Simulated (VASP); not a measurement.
A run of VASP 6.6.1 is set up as follows.

File INCAR:

```
SYSTEM = SnTe
ALGO = Normal
EDIFF = 1E-6
EDIFFG = -0.01
ENCUT = 600
GGA = PE
IBRION = 2
ISIF = 3
ISMEAR = -1
LASPH = .True.
LCHARG = .False.
LREAL = .False.
LWAVE = .False.
NELM = 80
NSW = 60
PREC = Accurate
SIGMA = 0.05
```

File KPOINTS:

```
k-points
0
Gamma
  7 7 7
  0 0 0
```

Contents of POSCAR:

```
SnTe
1.0
    0.0000000000      3.6111460000      3.6111460000
    3.6111460000      0.0000000000      3.6111460000
    3.6111460000      3.6111460000      0.0000000000
Te Sn
1 1
Direct
    0.2500000000      0.2500000000      0.2500000000
    0.0000000000      0.0000000000      0.0000000000
```

Potentials or basis: VASP PAW PBE potentials, release 64 (Te, Sn_d).

The run is started by

```console
$ cat potpaw_PBE.64/Te/POTCAR potpaw_PBE.64/Sn_d/POTCAR > POTCAR
$ mpirun -np 1 vasp_std > vasp.out
```

Problem. Estimate the band gap on the k mesh.

Solution. 0.33 eV, indirect (least direct gap 0.82 eV).

Problem. Estimate the space group after relaxing (to 0.05 Å).

Solution. F-43m (No. 216).

Problem. Predict the relaxed volume.

Solution. 46.99 Å³/atom.

Final structure:
```xyz
2
Lattice="0.0000 3.6085 3.6085 3.6085 0.0000 3.6085 3.6085 3.6085 0.0000" Properties=species:S:1:pos:R:3 pbc="T T T"
Te    1.8043    1.8043    1.8043
Sn    7.2171    7.2171    7.2171
```

Caveat: spin-orbit coupling is left out, which moves the levels of the heavy elements. A k mesh can miss the band edges.
